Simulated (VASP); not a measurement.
Here is a VASP 6.6.1 calculation.

The input INCAR:

```
PREC = Accurate
ENCUT = 600
EDIFF = 1E-6
ISMEAR = 0
SIGMA = 0.1
LREAL = F
LASPH = T
NELM = 80
ALGO = Normal
ISIF = 3
LWAVE = F
LCHARG = F
GGA = PE
IBRION = 2
NSW = 90
EDIFFG = -0.04
```

KPOINTS

```
Automatic mesh
0
Gamma
  6 6 2
```

The input POSCAR:

```
Sb3Se
1.0
    3.6160373756      0.0000000000      0.0000000000
    0.0000000000      3.6160373756      0.0000000000
    0.0000000000      0.0000000000      7.9543038414
Sb Se
3 1
Direct
    0.5000000000      0.5000000000      0.7823267215
    0.0000000000      0.0000000000      0.5000000000
    0.5000000000      0.5000000000      0.2176732785
    0.0000000000      0.0000000000      0.0000000000
```

Potentials or basis: VASP PAW PBE potentials, release 64 (Sb, Se).

Run with:

```sh
$ cat potpaw_PBE.64/Sb/POTCAR potpaw_PBE.64/Se/POTCAR > POTCAR
$ mpirun -np 1 vasp_std > vasp.out
```

Question: Estimate the space group after relaxing (to 0.1 Å).

Answer: P4/mmm (No. 123).

Question: Predict the relaxed volume.

Answer: 25.64 Å³/atom.

Question: What does it give for the relaxed cell?

Answer: a = 3.714 Å, b = 3.714 Å, c = 7.433 Å, α = 90.00°, β = 90.00°, γ = 90.00°.

Stress tensor (GPa, compression positive):
```
-0.12  0.00  0.00
 0.00 -0.12  0.00
 0.00  0.00  0.12
```

Caveat: the k points lie up to 0.42 Å⁻¹ apart in the final cell; the highest band is partly filled, so the run has too few bands.
